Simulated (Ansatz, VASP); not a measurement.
# Two plane-wave programs on AlN

Contents of INCAR:

```
SYSTEM = AlN
PREC = Accurate
ENCUT = 520
EDIFF = 1E-7
ISMEAR = 0
SIGMA = 0.05
LREAL = .FALSE.
LASPH = .TRUE.
NELM = 60
ALGO = Normal
ISIF = 2
LWAVE = .FALSE.
LCHARG = .FALSE.
GGA = PE
IBRION = 2
NSW = 50
EDIFFG = -0.01
```

The input KPOINTS:

```
regular mesh
0
G
  9 9 6
  0 0 0
```

Contents of POSCAR:

```
AlN
1.0
    3.0986000000      0.0000000000      0.0000000000
   -1.5493000000      2.6834663162      0.0000000000
    0.0000000000      0.0000000000      4.4149000000
Al N
2 2
Direct
    0.3333333333      0.6666666667      0.0017290859
    0.6666666667      0.3333333333      0.5017290859
    0.3333333333      0.6666666667      0.3832709141
    0.6666666667      0.3333333333      0.8832709141
```

Input for Ansatz:

```yaml
crystal:
  lattice:
    - [3.0986, 0.0, 0.0]
    - [-1.5493, 2.6834663162, 0.0]
    - [0.0, 0.0, 4.4149]
  atoms:
    - { symbol: Al, position: [0.3333333333, 0.6666666667, 0.0017290859] }
    - { symbol: Al, position: [0.6666666667, 0.3333333333, 0.5017290859] }
    - { symbol: "N", position: [0.3333333333, 0.6666666667, 0.3832709141] }
    - { symbol: "N", position: [0.6666666667, 0.3333333333, 0.8832709141] }
basis:
  ecutwfc: 520.0
kpoints:
  mp_grid: { grid: [9, 9, 6] }
hamiltonian:
  xc: pbe
  pseudopotentials: { kind: paw, azcp: { folder: soft_1 } }
scf:
  occupations: { method: gaussian, width: 0.05 }
output:
  forces: true
  stress: true
  eigenvalues: true
relax:
  adjacent_minimum: "off"
  f_tol: 0.01
  max_steps: 30
```

Alike in both runs: task relaxation of the atoms; functional PBE; k mesh 9 × 9 × 6; occupations gaussian, width 0.05 eV; no spin polarisation.

```csv
,VASP,Ansatz
version,VASP 6.6.1,Ansatz 0.2.0
potentials or method,"VASP PAW PBE potentials, release 64 (Al, N), cutoff 520 eV","scalar-relativistic, plane waves, PAW"
valence electrons in the cell,16,16
```

|  | VASP | Ansatz | Ansatz less VASP |
| --- | --- | --- | --- |
| gap on the k mesh at the Fermi level, each at its own relaxed structure (eV) | 4.41 | 4.39 | -0.019 |

Ansatz's warnings: stress scf threshold loose.
